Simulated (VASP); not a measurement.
# Al (Fm-3m) in VASP: single point with LDA

Aim: the single point of Al with LDA.

All numbers are computed with VASP 6.6.1; they aren't measurements. Logs are shortened: lines on timing, memory, paths and dates and some standing lists are left out, and cuts for length are marked.

## Step 1: The cell of the first run

The structure is cubic, space group Fm-3m (No. 225). Conventional cell: a = 3.984 Å, b = 3.984 Å, c = 3.984 Å, α = 90.00°, β = 90.00°, γ = 90.00°. Within 3.7 Å of Al (site symmetry m-3m) lie 12 Al at 2.82 Å.

## Step 2: Single point, LDA

Contents of INCAR:

```
PREC = Accurate
ENCUT = 500
EDIFF = 1E-6
ISMEAR = 0
SIGMA = 0.1
LREAL = F
LASPH = T
NELM = 120
ALGO = Normal
ISIF = 2
LWAVE = F
LCHARG = T
LELF = T
LVHAR = T
NBANDS = 8
GGA_COMPAT = F
```

Contents of KPOINTS:

```
Automatic mesh
0
Gamma
  18 18 18
```

Contents of POSCAR:

```
Al
1.0
    0.0000000000      1.9917798376      1.9917798376
    1.9917798376      0.0000000000      1.9917798376
    1.9917798376      1.9917798376      0.0000000000
Al
1
Direct
    0.0000000000      0.0000000000      0.0000000000
```

Potentials or basis: VASP PAW LDA potentials, release 64 (Al).

Run with:

```console
$ cat potpaw_LDA.64/Al/POTCAR > POTCAR
$ mpirun -np 1 vasp_std > vasp.out
```

OUTCAR:

```text
PREC = Accurate
   ENCUT = 500
   EDIFF = 1E-6
   ISMEAR = 0
   LREAL = F
   LASPH = T
   NELM = 120
   ISIF = 2

 ion  position               nearest neighbor table
   1  0.000  0.000  0.000-

  LATTYP: Found a face centered cubic cell.
 ALAT       =     3.9835596752

  Lattice vectors:

 A1 = (   0.0000000000,   1.9917798376,   1.9917798376)
 A2 = (   1.9917798376,   0.0000000000,   1.9917798376)
 A3 = (   1.9917798376,   1.9917798376,   0.0000000000)

Analysis of symmetry for initial positions (statically):
=====================================================================
 Subroutine PRICEL returns:
 Original cell was already a primitive cell.

 Routine SETGRP: Setting up the symmetry group for a
 face centered cubic supercell.

 Subroutine GETGRP returns: Found 48 space group operations
 (whereof 48 operations were pure point group operations)
 out of a pool of 48 trial point group operations.

The static configuration has the point symmetry O_h .

Analysis of symmetry for dynamics (positions and initial velocities):
=====================================================================
 Subroutine PRICEL returns:
 Original cell was already a primitive cell.

 Routine SETGRP: Setting up the symmetry group for a
 face centered cubic supercell.

 Subroutine GETGRP returns: Found 48 space group operations
 (whereof 48 operations were pure point group operations)
 out of a pool of 48 trial point group operations.

The dynamic configuration has the point symmetry O_h .

 Subroutine INISYM returns: Found 48 space group operations
 (whereof 48 operations are pure point group operations),
 and found     1 'primitive' translations

----------------------------------------------------------------------------------------

                                     Primitive cell

  volume of cell :      15.8035

  direct lattice vectors                    reciprocal lattice vectors
     0.000000000  1.991779838  1.991779838    -0.251031761  0.251031761  0.251031761
     1.991779838  0.000000000  1.991779838     0.251031761 -0.251031761  0.251031761
     1.991779838  1.991779838  0.000000000     0.251031761  0.251031761 -0.251031761

  length of vectors
     2.816802060  2.816802060  2.816802060     0.434799764  0.434799764  0.434799764

  position of ions in fractional coordinates (direct lattice)
     0.000000000  0.000000000  0.000000000

  ion indices of the primitive-cell ions
   primitive index   ion index
                 1           1

----------------------------------------------------------------------------------------

 KPOINTS: Automatic mesh

Automatic generation of k-mesh.
 Grid dimensions read from file:
 generate k-points for:   18   18   18

 Generating k-lattice:

  Cartesian coordinates                     Fractional coordinates (reciprocal lattice)
    -0.013946209  0.013946209  0.013946209     0.055555556  0.000000000  0.000000000
     0.013946209 -0.013946209  0.013946209     0.000000000  0.055555556  0.000000000
     0.013946209  0.013946209 -0.013946209     0.000000000  0.000000000  0.055555556

  Length of vectors
     0.024155542  0.024155542  0.024155542

  Shift w.r.t. Gamma in fractional coordinates (k-lattice)
     0.000000000  0.000000000  0.000000000

 Subroutine IBZKPT returns following result:
 ===========================================

 Found    195 irreducible k-points:

 Following reciprocal coordinates:
            Coordinates               Weight
  0.000000  0.000000  0.000000      1.000000
  0.055556  0.000000  0.000000      8.000000
  0.111111  0.000000  0.000000      8.000000
  0.166667  0.000000  0.000000      8.000000
  0.222222  0.000000  0.000000      8.000000
  0.277778  0.000000  0.000000      8.000000
[... 16 lines left out ...]
 -0.277778  0.055556  0.000000     24.000000
 -0.222222  0.055556  0.000000     24.000000
 [... further k-points ...]
   k-points           NKPTS =    195   k-points in BZ     NKDIM =    195   number of bands    NBANDS=      8
   number of dos      NEDOS =    301   number of ions     NIONS =      1
   total plane-waves  NPLWV =  13824
   dimension x,y,z NGX =    24 NGY =   24 NGZ =   24
   dimension x,y,z NGXF=    48 NGYF=   48 NGZF=   48
   ions per type =               1
   NGX,Y,Z   is equivalent  to a cutoff of  14.16, 14.16, 14.16 a.u.
   NGXF,Y,Z  is equivalent  to a cutoff of  28.33, 28.33, 28.33 a.u.
 SYSTEM =  unknown system
   PREC   = accura    normal or accurate (medium, high low for compatibility)
   ISTART =      0    job   : 0-new  1-cont  2-samecut
   ICHARG =      2    charge: 1-file 2-atom 10-const
   ISPIN  =      1    spin polarized calculation?
   LNONCOLLINEAR =      F non collinear calculations
   LSORBIT =      F    spin-orbit coupling
   LASPH  =      T    aspherical Exc in radial PAW
   ENCUT  =  500.0 eV  36.75 Ry    6.06 a.u.   5.14  5.14  5.14*2*pi/ulx,y,z
   NELM   =    120;   NELMIN=  2; NELMDL= -5     # of ELM steps
   EDIFF  = 0.1E-05   stopping-criterion for ELM
   LREAL  =      F    real-space projection
   EDIFFG = 0.1E-04   stopping-criterion for IOM
   NSW    =      0    number of steps for IOM
   IBRION =     -1    ionic relax: 0-MD 1-quasi-New 2-CG
   NFREE  =      0    steps in history (QN), initial steepest desc. (CG)
   ISIF   =      2    stress and relaxation
   ISYM   =      2    0-nonsym 1-usesym 2-fastsym
   POTIM  = 0.5000    time-step for ionic-motion
   TEBEG  =    0.0;   TEEND  =   0.0 temperature during run
   PSTRESS=    0.0 pullay stress
   NELECT =       3.0000    total number of electrons
   NUPDOWN=      -1.0000    fix difference up-down
   EMIN   =  10.00;   EMAX   =-10.00  energy-range for DOS
   EFERMI =   0.00;   METHOD = LEGACY
   ISMEAR =     0;   SIGMA  =   0.10  broadening in eV -4-tet -1-fermi 0-gaus
   EFERMI_NEDOS =   21; number of points for ismear=-14 and -15
   IALGO  =     38    algorithm
   IMIX   =      4    mixing-type and parameters
     AMIX     =   0.40;   BMIX     =  1.00
     AMIX_MAG =   1.60;   BMIX_MAG =  1.00
  volume/ion in A,a.u.               =      15.80       106.65
  Fermi-wavevector in a.u.,A,eV,Ry     =   0.940872  1.777990 12.044425  0.885240
  Thomas-Fermi vector in A             =   2.068327
   LORBIT       =      0    0 simple, 1 ext, 2 COOP (PROOUT), +10 PAW based schemes
   GGA     = CA    functional components
   LHFCALC =     F    Hartree Fock is set to
   AEXX    =    0.0000 exact exchange contribution
   IVDW    =     0    specifies the selected vdW correction
   LEPSILON=     F    determine dielectric tensor
   LRPA    =     F    only Hartree local field effects (RPA)
 non-spin polarized calculation
 Gauss-broadening in eV      SIGMA  =   0.10
  energy-cutoff  :      500.00
  volume of cell :       15.80
 maximum number of plane-waves:       412
 NGX is ok and might be reduce to    24
   NGX = 11   NGY = 11   NGZ = 11

 number of electron       3.0000000 magnetization

 Free energy of the ion-electron system (eV)
  ---------------------------------------------------
  ext. energy  EPLUGINS =         0.00000000
  ---------------------------------------------------
  free energy    TOTEN  =        -4.19015827 eV

  energy without entropy =       -4.18717028  energy(sigma->0) =       -4.18866428

 E-fermi :   8.2376     XC(G=0): -10.5042

 val. band max:        8.2194554242   @ k =  -0.2778   0.2778   0.0556
 cond. band min:       8.2445440807   @ k =  -0.4444   0.3333   0.1111
 fundamental gap:      0.0250886565
 Fermi energy:         8.2375984398

 k-point     1 :       0.0000    0.0000    0.0000
  band No.  band energies     occupation
      1      -3.1542      2.00000
      2      21.0527      0.00000
      3      21.0527      0.00000
      4      21.0527      0.00000
      5      22.7083      0.00000
      6      22.7083      0.00000
      7      22.7083      0.00000
      8      25.1751      0.00000

 k-point     2 :       0.0556    0.0000    0.0000
  band No.  band energies     occupation
      1      -3.0681      2.00000
      2      19.5498      0.00000
      3      20.7588      0.00000
      4      20.7588      0.00000
      5      23.1353      0.00000
      6      23.1353      0.00000
      7      23.2800      0.00000
      8      26.0522      0.00000

 k-point     3 :       0.1111    0.0000    0.0000
  band No.  band energies     occupation
      1      -2.8100      2.00000
      2      17.2979      0.00000
      3      20.2580      0.00000
      4      20.2580      0.00000
      5      23.3639      0.00000
      6      24.0043      0.00000
      7      24.0043      0.00000
      8      26.4605      0.00000

 k-point     4 :       0.1667    0.0000    0.0000
  band No.  band energies     occupation
      1      -2.3810      2.00000
      2      15.0213      0.00000
      3      19.8148      0.00000
      4      19.8148      0.00000
      5      23.2088      0.00000
      6      24.5956      0.00000
      7      24.5956      0.00000
      8      25.8307      0.00000

 k-point     5 :       0.2222    0.0000    0.0000
  band No.  band energies     occupation
      1      -1.7827      2.00000
      2      12.8185      0.00000
      3      19.4876      0.00000
      4      19.4876      0.00000
      5      23.0409      0.00000
      6      23.7930      0.00000
      7      23.7930      0.00000
      8      26.8010      0.00000
[... 177 lines left out ...]
 k-point    22 :      -0.3333    0.0556    0.0000
  band No.  band energies     occupation
      1       0.3326      2.00000
      2       8.1916      1.48436
      3      17.5461      0.00000
      4      20.4486      0.00000
      5      20.5253      0.00000
      6      21.9932      0.00000
      7      23.6281      0.00000
      8      26.5749      0.00000

 k-point    23 :      -0.2778    0.0556    0.0000
  band No.  band energies     occupation
      1      -0.6504      2.00000
      2      10.1160      0.00000
      3      17.5638      0.00000
      4      20.4853      0.00000
      5      21.3819      0.00000
      6      22.8735      0.00000
      7      23.5725      0.00000
      8      27.3797      0.00000

 k-point    24 :      -0.2222    0.0556    0.0000
  band No.  band energies     occupation
      1      -1.4704      2.00000
      2      12.1650      0.00000
      3      17.7278      0.00000
      4      20.6217      0.00000
      5      22.3911      0.00000
      6      23.5558      0.00000
      7      23.9371      0.00000
      8      26.1657      0.00000

 [... further k-points ...]

------------------------ aborting loop because EDIFF is reached ----------------------------------------

  FORCE on cell =-STRESS in cart. coord.  units (eV):
  Direction    XX          YY          ZZ          XY          YZ          ZX
  --------------------------------------------------------------------------------------
  -------------------------------------------------------------------------------------
  Total        0.0072404      0.0072404      0.0072404      0.0000000     -0.0000000      0.0000000
  in kB        0.7340392      0.7340392      0.7340392      0.0000000     -0.0000000      0.0000000
  external PRESSURE =       0.7340392 kB  Pullay stress =       0.0000000 kB

 VOLUME and BASIS-vectors are now :
 -----------------------------------------------------------------------------
  energy-cutoff  :      500.00
  volume of cell :       15.80
      direct lattice vectors                 reciprocal lattice vectors
     0.000000000  1.991779838  1.991779838    -0.251031761  0.251031761  0.251031761
     1.991779838  0.000000000  1.991779838     0.251031761 -0.251031761  0.251031761
     1.991779838  1.991779838  0.000000000     0.251031761  0.251031761 -0.251031761

 POSITION                                       TOTAL-FORCE (eV/Angst)
 -----------------------------------------------------------------------------------
      0.00000      0.00000      0.00000         0.000000      0.000000      0.000000
 -----------------------------------------------------------------------------------
    total drift:                               -0.000000     -0.000000     -0.000000

  FREE ENERGIE OF THE ION-ELECTRON SYSTEM (eV)
  ---------------------------------------------------
  free  energy   TOTEN  =        -4.1901582746 eV

  energy  without entropy=       -4.1871702803  energy(sigma->0) =       -4.18866428
```

It took 24 s on 1 thread of Intel Xeon 8259CL, shared host; peak memory 0.13 GiB.

What came out:

```
Free energy            : -4.1902 eV
Pressure               : 0.1 GPa
Band gap on the k mesh : zero (an odd number of electrons rules out a gap without spin polarisation)
```

Levels at points of the mesh, in eV from the Fermi level:
| k point | band 1 | band 2 | band 3 | band 4 |
| --- | --- | --- | --- | --- |
| (0.00, 0.00, 0.00) | -11.39 | 12.82 | 12.82 | 12.82 |
| (0.50, 0.00, 0.00) | -4.71 | -4.44 | 11.64 | 11.64 |
| (0.50, 0.50, 0.00) | -2.99 | -1.61 | 5.31 | 5.75 |
